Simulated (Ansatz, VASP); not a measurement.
**Al2O3 in VASP and in Ansatz**

```
CELL_PARAMETERS angstrom
2.78861 0.00000 0.00000
-1.39431 2.41501 0.00000
0.00000 0.00000 7.09627
ATOMIC_POSITIONS crystal
Al 0.00000 0.00000 0.19074
Al 0.00000 0.00000 0.80926
O 0.33333 0.66667 0.30465
O 0.66667 0.33333 0.00000
O 0.33333 0.66667 0.69535
```

Alike in both runs: task single point; functional PBE; dispersion D3(BJ); k mesh 9 × 9 × 4; occupations gaussian, width 0.05 eV; no spin polarisation.

|  | VASP | Ansatz |
| --- | --- | --- |
| version | VASP 6.6.1 | Ansatz 0.2.0 |
| potentials or method | VASP PAW PBE potentials, release 64 (Al, O), cutoff 520 eV | scalar-relativistic, plane waves, PAW |
| valence electrons in the cell | 24 | 24 |

Ansatz gave:

```
gap on the k mesh at the Fermi level (eV)                     : 4.39
least direct gap on the mesh (eV)                             : 4.50
pressure (GPa)                                                : 5.7
traceless stress, the component that is largest in VASP (GPa) : -7.12
rms of the force components (eV/Å)                            : 1.062
```

Question: What did VASP give for the same quantities?

Answer: gap on the k mesh at the Fermi level (eV): 4.34; least direct gap on the mesh (eV): 4.46; pressure (GPa): 5.8; traceless stress, the component that is largest in VASP (GPa): -7.48; rms of the force components (eV/Å): 1.074.

Atom by atom the forces differ by 0.012 eV/Å (rms over components).
